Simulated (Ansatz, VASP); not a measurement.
# LiCl: VASP beside Ansatz

```
Li Cl
1.0
     0.00000    2.57728    2.57728
     2.57728    0.00000    2.57728
     2.57728    2.57728    0.00000
Li Cl
1 1
Direct
  0.00000 0.00000 0.00000
  0.50000 0.50000 0.50000
```

Alike in both runs: task single point; functional PBEsol; k mesh 8 × 8 × 8; occupations gaussian, width 0.02 eV; no spin polarisation.

|  | VASP | Ansatz |
| --- | --- | --- |
| version | VASP 6.6.1 | Ansatz 0.2.0 |
| potentials or method | VASP PAW PBE potentials, release 64 (Li_sv, Cl), cutoff 520 eV | scalar-relativistic, plane waves, PAW |
| valence electrons in the cell | 10 | 10 |

|  | VASP | Ansatz | Ansatz less VASP |
| --- | --- | --- | --- |
| gap on the k mesh at the Fermi level (eV) | 6.06 | 6.05 | -0.009 |
| least direct gap on the mesh (eV) | 6.06 | 6.05 | -0.009 |

VASP's potentials were made for PBE, not for PBEsol.

Noted on VASP's run: the cutoff is short for stress, so the pressure is rough.
